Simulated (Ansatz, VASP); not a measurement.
# Sn in VASP and in Ansatz

```xyz
1
Lattice="-1.7265 1.7755 2.3383 1.7265 -1.7755 2.3383 1.7265 1.7755 -2.3383" Properties=species:S:1:pos:R:3 pbc="T T T"
Sn    0.0000    0.0000    0.0000
```

Alike in both runs: task relaxation of cell and atoms; functional PBEsol; k mesh 22 × 22 × 22; occupations gaussian, width 0.1 eV; no spin polarisation.

```csv
,VASP,Ansatz
version,VASP 6.6.1,Ansatz 0.2.0
potentials or method,"VASP PAW PBE potentials, release 64 (Sn_d), cutoff 600 eV","scalar-relativistic, plane waves, PAW"
valence electrons in the cell,14,14
```

```tsv
	VASP	Ansatz	Ansatz less VASP
gap on the k mesh at the Fermi level, each at its own relaxed structure (eV)	none	none	-
relaxed volume (Å³/atom)	26.46	26.45	-0.013
relaxed length of the cell vector where the two differ most in proportion (Å)	3.306	3.305	-0.0017
```

VASP's potentials were made for PBE, not for PBEsol. A gap of «none» marks a metal or a gap that the smearing closes.
